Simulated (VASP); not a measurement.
# Nb (Fm-3m) in VASP: further runs

Nb is run at these levels: PBE; tasks: single point, relaxation of cell and atoms.

Program: VASP 6.6.1. These are calculated values, not measurements. Logs are shortened: lines on timing, memory, paths and dates and some standing lists are left out, and cuts for length are marked.

## (1) The cell of the first run

Symmetry: Fm-3m, No. 225, cubic system. Conventional cell: a = 4.228 Å, b = 4.228 Å, c = 4.228 Å, α = 90.00°, β = 90.00°, γ = 90.00°. Within 3.9 Å of Nb (site symmetry m-3m) lie 12 Nb at 2.99 Å.

This isn't the form of Nb at room conditions, which is bcc.

## (2) Single point, PBE

INCAR

```
PREC     = Accurate       # precision mode
ENCUT    = 500            # plane-wave cutoff, eV
EDIFF    = 1E-6           # SCF threshold, eV
ISMEAR   = -1             # smearing method
SIGMA    = 0.05           # smearing width, eV
LREAL    = F              # projectors in reciprocal space
LASPH    = T              # aspherical terms in the spheres
NELM     = 120            # most SCF steps
ALGO     = Normal         # electronic algorithm
ISIF     = 2              # what is computed and relaxed
LWAVE    = F              # write WAVECAR
LCHARG   = F              # write CHGCAR
GGA      = PE             # functional
NBANDS   = 12             # bands
GGA_COMPAT= F
```

KPOINTS

```
Automatic mesh
0
Gamma
  9 9 9
```

POSCAR

```
Nb
1.0
    0.0000000000      2.1138000334      2.1138000334
    2.1138000334      0.0000000000      2.1138000334
    2.1138000334      2.1138000334      0.0000000000
Nb
1
Direct
    0.0000000000      0.0000000000      0.0000000000
```

Potentials or basis: VASP PAW PBE potentials, release 64 (Nb_sv).

Command:

```bash
$ cat potpaw_PBE.64/Nb_sv/POTCAR > POTCAR
$ mpirun -np 1 vasp_std > vasp.out
```

OUTCAR:

```text
PREC = Accurate
   ENCUT = 500
   EDIFF = 1E-6
   ISMEAR = -1
   LREAL = F
   LASPH = T
   NELM = 120
   ISIF = 2
   GGA = PE

 ion  position               nearest neighbor table
   1  0.000  0.000  0.000-

  LATTYP: Found a face centered cubic cell.
 ALAT       =     4.2276000668

  Lattice vectors:

 A1 = (   0.0000000000,   2.1138000334,   2.1138000334)
 A2 = (   2.1138000334,   0.0000000000,   2.1138000334)
 A3 = (   2.1138000334,   2.1138000334,   0.0000000000)

Analysis of symmetry for initial positions (statically):
=====================================================================
 Subroutine PRICEL returns:
 Original cell was already a primitive cell.

 Routine SETGRP: Setting up the symmetry group for a
 face centered cubic supercell.

 Subroutine GETGRP returns: Found 48 space group operations
 (whereof 48 operations were pure point group operations)
 out of a pool of 48 trial point group operations.

The static configuration has the point symmetry O_h .

Analysis of symmetry for dynamics (positions and initial velocities):
=====================================================================
 Subroutine PRICEL returns:
 Original cell was already a primitive cell.

 Routine SETGRP: Setting up the symmetry group for a
 face centered cubic supercell.

 Subroutine GETGRP returns: Found 48 space group operations
 (whereof 48 operations were pure point group operations)
 out of a pool of 48 trial point group operations.

The dynamic configuration has the point symmetry O_h .

 Subroutine INISYM returns: Found 48 space group operations
 (whereof 48 operations are pure point group operations),
 and found     1 'primitive' translations

----------------------------------------------------------------------------------------

                                     Primitive cell

  volume of cell :      18.8896

  direct lattice vectors                    reciprocal lattice vectors
     0.000000000  2.113800033  2.113800033    -0.236540823  0.236540823  0.236540823
     2.113800033  0.000000000  2.113800033     0.236540823 -0.236540823  0.236540823
     2.113800033  2.113800033  0.000000000     0.236540823  0.236540823 -0.236540823

  length of vectors
     2.989364675  2.989364675  2.989364675     0.409700724  0.409700724  0.409700724

  position of ions in fractional coordinates (direct lattice)
     0.000000000  0.000000000  0.000000000

  ion indices of the primitive-cell ions
   primitive index   ion index
                 1           1

----------------------------------------------------------------------------------------

 KPOINTS: Automatic mesh

Automatic generation of k-mesh.
 Grid dimensions read from file:
 generate k-points for:    9    9    9

 Generating k-lattice:

  Cartesian coordinates                     Fractional coordinates (reciprocal lattice)
    -0.026282314  0.026282314  0.026282314     0.111111111  0.000000000  0.000000000
     0.026282314 -0.026282314  0.026282314     0.000000000  0.111111111  0.000000000
     0.026282314  0.026282314 -0.026282314     0.000000000  0.000000000  0.111111111

  Length of vectors
     0.045522303  0.045522303  0.045522303

  Shift w.r.t. Gamma in fractional coordinates (k-lattice)
     0.000000000  0.000000000  0.000000000

 Subroutine IBZKPT returns following result:
 ===========================================

 Found     35 irreducible k-points:

 Following reciprocal coordinates:
            Coordinates               Weight
  0.000000  0.000000  0.000000      1.000000
  0.111111  0.000000  0.000000      8.000000
  0.222222  0.000000  0.000000      8.000000
  0.333333  0.000000  0.000000      8.000000
  0.444444  0.000000  0.000000      8.000000
  0.111111  0.111111  0.000000      6.000000
[... 16 lines left out ...]
 -0.333333  0.333333  0.000000     12.000000
  0.444444  0.444444  0.000000      6.000000
 [... further k-points ...]
   k-points           NKPTS =     35   k-points in BZ     NKDIM =     35   number of bands    NBANDS=     12
   number of dos      NEDOS =    301   number of ions     NIONS =      1
   total plane-waves  NPLWV =  13824
   dimension x,y,z NGX =    24 NGY =   24 NGZ =   24
   dimension x,y,z NGXF=    48 NGYF=   48 NGZF=   48
   ions per type =               1
   NGX,Y,Z   is equivalent  to a cutoff of  13.35, 13.35, 13.35 a.u.
   NGXF,Y,Z  is equivalent  to a cutoff of  26.69, 26.69, 26.69 a.u.
 SYSTEM =  unknown system
   PREC   = accura    normal or accurate (medium, high low for compatibility)
   ISTART =      0    job   : 0-new  1-cont  2-samecut
   ICHARG =      2    charge: 1-file 2-atom 10-const
   ISPIN  =      1    spin polarized calculation?
   LNONCOLLINEAR =      F non collinear calculations
   LSORBIT =      F    spin-orbit coupling
   LASPH  =      T    aspherical Exc in radial PAW
   ENCUT  =  500.0 eV  36.75 Ry    6.06 a.u.   5.45  5.45  5.45*2*pi/ulx,y,z
   NELM   =    120;   NELMIN=  2; NELMDL= -5     # of ELM steps
   EDIFF  = 0.1E-05   stopping-criterion for ELM
   LREAL  =      F    real-space projection
   EDIFFG = 0.1E-04   stopping-criterion for IOM
   NSW    =      0    number of steps for IOM
   IBRION =     -1    ionic relax: 0-MD 1-quasi-New 2-CG
   NFREE  =      0    steps in history (QN), initial steepest desc. (CG)
   ISIF   =      2    stress and relaxation
   ISYM   =      2    0-nonsym 1-usesym 2-fastsym
   POTIM  = 0.5000    time-step for ionic-motion
   TEBEG  =    0.0;   TEEND  =   0.0 temperature during run
   PSTRESS=    0.0 pullay stress
   NELECT =      13.0000    total number of electrons
   NUPDOWN=      -1.0000    fix difference up-down
   EMIN   =  10.00;   EMAX   =-10.00  energy-range for DOS
   EFERMI =   0.00;   METHOD = LEGACY
   ISMEAR =    -1;   SIGMA  =   0.05  broadening in eV -4-tet -1-fermi 0-gaus
   EFERMI_NEDOS =   21; number of points for ismear=-14 and -15
   IALGO  =     38    algorithm
   IMIX   =      4    mixing-type and parameters
     AMIX     =   0.40;   BMIX     =  1.00
     AMIX_MAG =   1.60;   BMIX_MAG =  1.00
  volume/ion in A,a.u.               =      18.89       127.47
  Fermi-wavevector in a.u.,A,eV,Ry     =   1.445380  2.731372 28.424250  2.089123
  Thomas-Fermi vector in A             =   2.563568
   LORBIT       =      0    0 simple, 1 ext, 2 COOP (PROOUT), +10 PAW based schemes
   GGA     = PE    functional components
   LHFCALC =     F    Hartree Fock is set to
   AEXX    =    0.0000 exact exchange contribution
   IVDW    =     0    specifies the selected vdW correction
   LEPSILON=     F    determine dielectric tensor
   LRPA    =     F    only Hartree local field effects (RPA)
 non-spin polarized calculation
  energy-cutoff  :      500.00
  volume of cell :       18.89
 maximum number of plane-waves:       531
 NGX is ok and might be reduce to    24
   NGX = 11   NGY = 11   NGZ = 11

 number of electron      13.0000001 magnetization

 Free energy of the ion-electron system (eV)
  ---------------------------------------------------
  ext. energy  EPLUGINS =         0.00000000
  ---------------------------------------------------
  free energy    TOTEN  =        -9.89298038 eV

  energy without entropy =       -9.87939751  energy(sigma->0) =       -9.88618894

 E-fermi :  10.8510     XC(G=0): -12.2627

 val. band max:       10.8443136461   @ k =   0.4444   0.3333   0.1111
 cond. band min:      10.9085667964   @ k =   0.3333   0.1111   0.0000
 fundamental gap:      0.0642531503
 Fermi energy:        10.8509789495

 k-point     1 :       0.0000    0.0000    0.0000
  band No.  band energies     occupation
      1     -43.9531      2.00000
      2     -19.3501      2.00000
      3     -19.3501      2.00000
      4     -19.3501      2.00000
      5       4.6638      2.00000
      6      10.9712      0.16564
      7      10.9712      0.16564
      8      10.9712      0.16564
      9      13.5381      0.00000
     10      13.5381      0.00000
     11      22.6904      0.00000
     12      27.4359      0.00000

 k-point     2 :       0.1111    0.0000    0.0000
  band No.  band energies     occupation
      1     -43.9314      2.00000
      2     -19.4941      2.00000
      3     -19.3680      2.00000
      4     -19.3680      2.00000
      5       5.1088      2.00000
      6      10.6502      1.96461
      7      11.1632      0.00388
      8      11.1632      0.00388
      9      13.3828      0.00000
     10      13.3828      0.00000
     11      23.5470      0.00000
     12      25.9126      0.00000

 k-point     3 :       0.2222    0.0000    0.0000
  band No.  band energies     occupation
      1     -43.8763      2.00000
      2     -19.8482      2.00000
      3     -19.4131      2.00000
      4     -19.4131      2.00000
      5       6.1848      2.00000
      6      10.1897      2.00000
      7      11.3686      0.00006
      8      11.3686      0.00006
      9      13.4451      0.00000
     10      13.4451      0.00000
     11      23.5509      0.00000
     12      25.6873      0.00000
[... 286 lines left out ...]
 k-point    23 :      -0.3333    0.3333    0.0000
  band No.  band energies     occupation
      1     -43.7189      2.00000
      2     -20.1353      2.00000
      3     -20.1250      2.00000
      4     -19.6198      2.00000
      5       8.3446      2.00000
      6       9.1519      2.00000
      7      10.6068      1.98499
      8      12.9233      0.00000
      9      14.5851      0.00000
     10      18.3722      0.00000
     11      21.9871      0.00000
     12      23.0720      0.00000

 k-point    24 :       0.4444    0.4444    0.0000
  band No.  band energies     occupation
      1     -43.7116      2.00000
      2     -20.4041      2.00000
      3     -19.7507      2.00000
      4     -19.7507      2.00000
      5       6.9344      2.00000
      6       7.6577      2.00000
      7      14.0002      0.00000
      8      15.3886      0.00000
      9      15.6919      0.00000
     10      15.6919      0.00000
     11      22.5568      0.00000
     12      22.5568      0.00000

 [... further k-points ...]

------------------------ aborting loop because EDIFF is reached ----------------------------------------

  FORCE on cell =-STRESS in cart. coord.  units (eV):
  Direction    XX          YY          ZZ          XY          YZ          ZX
  --------------------------------------------------------------------------------------
  -------------------------------------------------------------------------------------
  Total       -0.0414167     -0.0414167     -0.0414167      0.0000000     -0.0000000      0.0000000
  in kB       -3.5128868     -3.5128868     -3.5128868      0.0000000     -0.0000000      0.0000000
  external PRESSURE =      -3.5128868 kB  Pullay stress =       0.0000000 kB

 VOLUME and BASIS-vectors are now :
 -----------------------------------------------------------------------------
  energy-cutoff  :      500.00
  volume of cell :       18.89
      direct lattice vectors                 reciprocal lattice vectors
     0.000000000  2.113800033  2.113800033    -0.236540823  0.236540823  0.236540823
     2.113800033  0.000000000  2.113800033     0.236540823 -0.236540823  0.236540823
     2.113800033  2.113800033  0.000000000     0.236540823  0.236540823 -0.236540823

 POSITION                                       TOTAL-FORCE (eV/Angst)
 -----------------------------------------------------------------------------------
      0.00000      0.00000      0.00000        -0.000000     -0.000000      0.000000
 -----------------------------------------------------------------------------------
    total drift:                                0.000000      0.000000     -0.000000

  FREE ENERGIE OF THE ION-ELECTRON SYSTEM (eV)
  ---------------------------------------------------
  free  energy   TOTEN  =        -9.8929803804 eV

  energy  without entropy=       -9.8793975058  energy(sigma->0) =       -9.88618894
```

Run time: 6 s. Hardware: 1 thread of Intel Xeon 8259CL, shared host; peak memory 0.14 GiB.

What came out:

- Free energy: -9.8930 eV
- Pressure: -0.4 GPa
- Band gap on the k mesh: zero (an odd number of electrons rules out a gap without spin polarisation)

Levels at points of the mesh, in eV from the Fermi level:
| k point | band 4 | band 5 | band 6 | band 7 | band 8 | band 9 |
| --- | --- | --- | --- | --- | --- | --- |
| (0.00, 0.00, 0.00) | -30.20 | -6.19 | 0.12 | 0.12 | 0.12 | 2.69 |

## (3) Relaxation of cell and atoms, PBE

This run uses another cell than the first one, of 18.39 Å³/atom.

INCAR

```
SYSTEM = Nb
PREC = Accurate
ENCUT = 500
EDIFF = 1E-7
ISMEAR = -1
SIGMA = 0.05
LREAL = .FALSE.
LASPH = .TRUE.
NELM = 120
ALGO = Normal
ISIF = 3
LWAVE = .FALSE.
LCHARG = .FALSE.
GGA = PE
IBRION = 2
NSW = 80
EDIFFG = -0.01
GGA_COMPAT = .FALSE.
NELMIN = 4
```

KPOINTS

```
Automatic mesh
0
G
  9 9 9
  0 0 0
```

POSCAR

```
Nb
1.0
    0.0000000000      2.0950000000      2.0950000000
    2.0950000000      0.0000000000      2.0950000000
    2.0950000000      2.0950000000      0.0000000000
Nb
1
Direct
    0.0000000000      0.0000000000      0.0000000000
```

Potentials or basis: VASP PAW PBE potentials, release 64 (Nb_sv).

Command:

```bash
$ cat potpaw_PBE.64/Nb_sv/POTCAR > POTCAR
$ mpirun -np 1 vasp_std > vasp.out
```

OUTCAR:

```text
SYSTEM = Nb
   PREC = Accurate
   ENCUT = 500
   EDIFF = 1E-7
   ISMEAR = -1
   LREAL = .FALSE.
   LASPH = .TRUE.
   NELM = 120
   ISIF = 3
   GGA = PE
   IBRION = 2
   NSW = 80
   EDIFFG = -0.01
   NELMIN = 4

 ion  position               nearest neighbor table
   1  0.000  0.000  0.000-

  LATTYP: Found a face centered cubic cell.
 ALAT       =     4.1900000000

  Lattice vectors:

 A1 = (   0.0000000000,   2.0950000000,   2.0950000000)
 A2 = (   2.0950000000,   0.0000000000,   2.0950000000)
 A3 = (   2.0950000000,   2.0950000000,   0.0000000000)

Analysis of symmetry for initial positions (statically):
=====================================================================
 Subroutine PRICEL returns:
 Original cell was already a primitive cell.

[... 255 lines left out ...]
 k-point     1 :       0.0000    0.0000    0.0000
  band No.  band energies     occupation
      1     -43.9230      2.00000
      2     -19.3168      2.00000
      3     -19.3168      2.00000
      4     -19.3168      2.00000
      5       4.6875      2.00000
      6      10.9980      0.16798
      7      10.9980      0.16798
      8      10.9980      0.16798
      9      13.5721      0.00000
     10      13.5721      0.00000
[... 287 lines left out ...]
 k-point    24 :       0.4444    0.4444    0.0000
  band No.  band energies     occupation
      1     -43.6797      2.00000
      2     -20.3775      2.00000
      3     -19.7198      2.00000
      4     -19.7198      2.00000
      5       6.9515      2.00000
      6       7.6756      2.00000
      7      14.0385      0.00000
      8      15.4272      0.00000
      9      15.7313      0.00000
     10      15.7313      0.00000

 [... further k-points ...]

------------------------ aborting loop because EDIFF is reached ----------------------------------------

  FORCE on cell =-STRESS in cart. coord.  units (eV):
  Direction    XX          YY          ZZ          XY          YZ          ZX
  --------------------------------------------------------------------------------------
  -------------------------------------------------------------------------------------
  Total       -0.0060960     -0.0060960     -0.0060960      0.0000000      0.0000000      0.0000000
  in kB       -0.5180744     -0.5180744     -0.5180744      0.0000000      0.0000000      0.0000000
  external PRESSURE =      -0.5180744 kB  Pullay stress =       0.0000000 kB
[... 16 lines left out ...]
  FREE ENERGIE OF THE ION-ELECTRON SYSTEM (eV)
  ---------------------------------------------------
  free  energy   TOTEN  =        -9.8925193903 eV

  energy  without entropy=       -9.8788577535  energy(sigma->0) =       -9.88568857

 reached required accuracy - stopping structural energy minimisation
```

Run time: 16 s. Hardware: 1 thread of Intel Xeon 8259CL, shared host; peak memory 0.14 GiB.

Results:

- Free energy: -9.8925 eV
- Relaxed volume: 18.85 Å³/atom
- Relaxed cell: a = 2.987 Å, b = 2.987 Å, c = 2.987 Å, α = 60.00°, β = 60.00°, γ = 60.00°
- Space group after relaxing (to 0.1 Å): Fm-3m (No. 225)
- Energy gained by relaxing: 6.0 meV/atom
- Ionic steps: 3
- Pressure after relaxing: -0.1 GPa
- Band gap on the k mesh: zero (an odd number of electrons rules out a gap without spin polarisation)

Step by step:
| step | energy change (eV) | largest force (eV/Å) | pressure (GPa) | volume (Å³) |
| --- | --- | --- | --- | --- |
| 1 | 0.0000 | 0.0000 | 4.28 | 18.39 |
| 2 | 0.0141 | 0.0000 | -7.06 | 19.73 |
| 3 | -0.0060 | 0.0000 | -0.05 | 18.85 |

Final structure:
```
Nb
1.0
     0.00000    2.11241    2.11241
     2.11241    0.00000    2.11241
     2.11241    2.11241    0.00000
Nb
1
Direct
  0.00000 0.00000 0.00000
```

Levels at points of the mesh, in eV from the Fermi level:
```
           k point  band 3  band 4  band 5  band 6  band 7  band 8  band 9  band 10
(0.00, 0.00, 0.00)  -30.20  -30.20   -6.19    0.12    0.12    0.12    2.69     2.69
```

The gap in the log of VASP goes by the Fermi energy; the results here count the filled bands.